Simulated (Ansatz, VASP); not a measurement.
## Si in VASP and in Ansatz

```xyz
17
Lattice="0.0000 5.4300 5.4300 5.4300 0.0000 5.4300 5.4300 5.4300 0.0000" Properties=species:S:1:pos:R:3 pbc="T T T"
Si   -0.0009   -0.0009    0.0005
Si    1.3524    1.3524    1.3523
Si    2.7144    2.7144    0.0331
Si    4.0761    4.0761    1.3539
Si    2.7158    0.0334    2.7139
Si    4.0773    1.3528    4.0772
Si    5.3969    2.7149    2.7158
Si    6.7648    4.0948    4.0951
Si    0.0334    2.7158    2.7139
Si    1.3528    4.0773    4.0772
Si    2.7149    5.3969    2.7157
Si    4.0946    6.7650    4.0950
Si    2.7163    2.7163    5.3967
Si    4.1000    4.1000    6.7599
Si    5.4347    5.4350    5.4275
Si    6.7666    6.7666    6.7669
Si    8.1501    8.1504    8.1422
```

Alike in both runs: functional PBE; k mesh 2 × 2 × 2; occupations gaussian, width 0.02 eV; no spin polarisation.

Ansatz relaxed the structure, and its values are those at the end. VASP's run is a single point on that final structure, the one shown.

```csv
,VASP,Ansatz
version,VASP 6.6.1,Ansatz 0.2.0
potentials or method,"VASP PAW PBE potentials, release 64 (Si), cutoff 520 eV","scalar-relativistic, plane waves, PAW"
valence electrons in the cell,68,68
```

VASP gave:

| Quantity | Value |
| --- | --- |
| rms of the force components (eV/Å) | 0.005 |

Problem. What did Ansatz give for the same quantities?

Solution. rms of the force components (eV/Å): 0.006.

The k mesh is coarse, so the values compare programs but aren't converged.
